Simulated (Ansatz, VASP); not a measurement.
**Two plane-wave programs on Ge**

INCAR

```
SYSTEM = Ge
ALGO = Normal
EDIFF = 1E-7
ENCUT = 520
ISIF = 2
ISMEAR = 0
LASPH = .True.
LCHARG = .False.
LREAL = .False.
LWAVE = .False.
NBANDS = 13
NELM = 100
PREC = Accurate
SIGMA = 0.15
```

KPOINTS

```
k-points
0
Gamma
  20 20 20
  0 0 0
```

File POSCAR:

```
Ge
1.0
   -0.0314754079      2.0983605250      2.0983605250
    2.0983605250     -0.0314754079      2.0983605250
    2.0668851171      2.0668851171      0.0000000000
Ge
1
Direct
    0.0000000000      0.0000000000      0.0000000000
```

Input for Ansatz:

```yaml
crystal:
  lattice:
    - [-0.0314754079, 2.098360525, 2.098360525]
    - [2.098360525, -0.0314754079, 2.098360525]
    - [2.0668851171, 2.0668851171, 0.0]
  atoms:
    - { symbol: Ge, position: [0.0, 0.0, 0.0] }
basis:
  ecutwfc: 420
kpoints:
  mp_grid: { grid: [20, 20, 20] }
hamiltonian:
  xc: lda
scf:
  occupations: { method: gaussian, width: 0.15 }
output:
  forces: true
  stress: true
  eigenvalues: true
```

Change from the starting cell: strain -0.0300 x Voigt [0, 0, 0, 0, 0, 1], atoms carried along.

Alike in both runs: task single point; functional LDA; k mesh 20 × 20 × 20; occupations gaussian, width 0.15 eV; no spin polarisation.

|  | VASP | Ansatz |
| --- | --- | --- |
| version | VASP 6.6.1 | Ansatz 0.2.0 |
| potentials or method | VASP PAW LDA potentials, release 64 (Ge_d), cutoff 520 eV | scalar-relativistic, plane waves, PAW |
| valence electrons in the cell | 14 | 14 |

Ansatz gave:

- gap on the k mesh at the Fermi level (eV): none
- pressure (GPa): -1.3
- traceless stress, the component that is largest in VASP (GPa): 0.18

What did VASP give for the same quantities?

gap on the k mesh at the Fermi level (eV): none; pressure (GPa): -1.3; traceless stress, the component that is largest in VASP (GPa): 0.19.

LDA's correlation is that of Perdew and Zunger in VASP and of Perdew and Wang (1992) in Ansatz. A gap of «none» marks a metal or a gap that the smearing closes.
